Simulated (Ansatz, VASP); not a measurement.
## Ga in VASP and in Ansatz

```xyz
2
Lattice="1.3830 -4.0265 0.0000 1.3830 4.0265 0.0000 -0.1174 0.0000 3.2633" Properties=species:S:1:pos:R:3 pbc="T T T"
Ga    1.3536   -2.9716    0.8158
Ga    1.2949    2.9716    2.4475
```

Change from the starting cell: zz strain of -2 %.

Alike in both runs: task single point; functional PBEsol; k mesh 14 × 14 × 11; occupations fermi-dirac, width 0.03 eV; no spin polarisation.

|  | VASP | Ansatz |
| --- | --- | --- |
| version | VASP 6.6.1 | Ansatz 0.2.0 |
| potentials or method | VASP PAW PBE potentials, release 64 (Ga_d), cutoff 520 eV | all-electron LAPW, scalar-relativistic |

|  | VASP | Ansatz | Ansatz less VASP |
| --- | --- | --- | --- |
| pressure (GPa) | -0.8 | -0.7 | +0.05 |
| traceless stress, the component that is largest in VASP (GPa) | 0.28 | 0.30 | +0.024 |
| rms of the force components (eV/Å) | 0.121 | 0.121 | -0.0001 |

VASP's potentials were made for PBE, not for PBEsol. Atom by atom the forces differ by 0.000 eV/Å (rms over components). Ansatz ran all-electron here, and VASP with PAW potentials.
